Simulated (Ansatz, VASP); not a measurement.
# Two plane-wave programs on Ti

File INCAR:

```
SYSTEM = Ti
PREC = Accurate ; ENCUT = 520
EDIFF = 1E-6 ; ISMEAR = -1
SIGMA = 0.1 ; LREAL = .FALSE.
LASPH = .TRUE. ; NELM = 80
ALGO = Normal ; ISIF = 2
LWAVE = .FALSE. ; LCHARG = .FALSE.
NBANDS = 19
```

File KPOINTS:

```
regular mesh
0
G
  11 11 11
  0 0 0
```

The input POSCAR:

```
Ti
1.0
    0.0000000000      2.5686178520      2.5686178520
    2.5686178520      0.0000000000      2.5686178520
    2.5686178520      2.5686178520      0.0000000000
Ti
2
Direct
    0.1250000000      0.1250000000      0.1250000000
    0.8750000000      0.8750000000      0.8750000000
```

Input for Ansatz:

```yaml
crystal:
  lattice:
    - [0.0, 2.568617852, 2.568617852]
    - [2.568617852, 0.0, 2.568617852]
    - [2.568617852, 2.568617852, 0.0]
  atoms:
    - { symbol: Ti, position: [0.125, 0.125, 0.125] }
    - { symbol: Ti, position: [0.875, 0.875, 0.875] }
hamiltonian:
  xc: lda
  pseudopotentials:
    kind: paw
    azcp:
      Ti: "pseudopotentials/Ti.paw.azcp"
basis:
  ecutwfc: 420
  fft_grid_basis: typed
kpoints:
  mp_grid: { grid: [11, 11, 11], shift: [0, 0, 0] }
magnetization:
  spin_polarized: false
scf:
  occupations: { method: fermi_dirac, width: 0.1 }
  lower_state_search: "off"
output:
  stress: true
  write_density: true
  write_potential: true
  elf: true
  volumetric_format: npy
```

Alike in both runs: task single point; functional LDA; k mesh 11 × 11 × 11; occupations fermi-dirac, width 0.1 eV; no spin polarisation.

|  | VASP | Ansatz |
| --- | --- | --- |
| version | VASP 6.6.1 | Ansatz 0.2.0 |
| potentials or method | VASP PAW LDA potentials, release 64 (Ti_sv), cutoff 520 eV | plane waves (420 eV) with PAW, scalar-relativistic |
| valence electrons in the cell | 24 | 24 |

```tsv
	VASP	Ansatz	Ansatz less VASP
pressure (GPa)	6.8	5.7	-1.09
```

Ansatz warns that its potentials were made for another functional, while VASP's fit it. LDA's correlation is that of Perdew and Zunger in VASP and of Perdew and Wang (1992) in Ansatz.
